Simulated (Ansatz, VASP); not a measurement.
**Two plane-wave programs on Ag**

```
CELL_PARAMETERS angstrom
2.90386 0.00000 0.00000
-1.45193 2.51481 0.00000
0.00000 0.00000 4.74715
ATOMIC_POSITIONS crystal
Ag 0.33333 0.66667 0.25000
Ag 0.66667 0.33333 0.75000
```

Alike in both runs: functional r2SCAN; k mesh 18 × 18 × 10; occupations gaussian, width 0.1 eV; no spin polarisation.

Ansatz relaxed the structure, and its values are those at the end. VASP's run is a single point on that final structure, the one shown.

|  | VASP | Ansatz |
| --- | --- | --- |
| version | VASP 6.6.1 | Ansatz 0.2.0 |
| potentials or method | VASP PAW PBE potentials, release 64 (Ag), cutoff 520 eV | scalar-relativistic, plane waves, PAW |
| valence electrons in the cell | 22 | 38 |

|  | VASP | Ansatz | Ansatz less VASP |
| --- | --- | --- | --- |
| gap on the k mesh at the Fermi level (eV) | none | none | - |
| pressure (GPa) | 0.1 | 0.0 | -0.12 |

VASP's potentials were made for PBE, not for r2SCAN. A gap of «none» marks a metal or a gap that the smearing closes. VASP's potentials hold 22 valence electrons a cell and Ansatz's 38, so a difference there can come from the potentials and not from the codes.
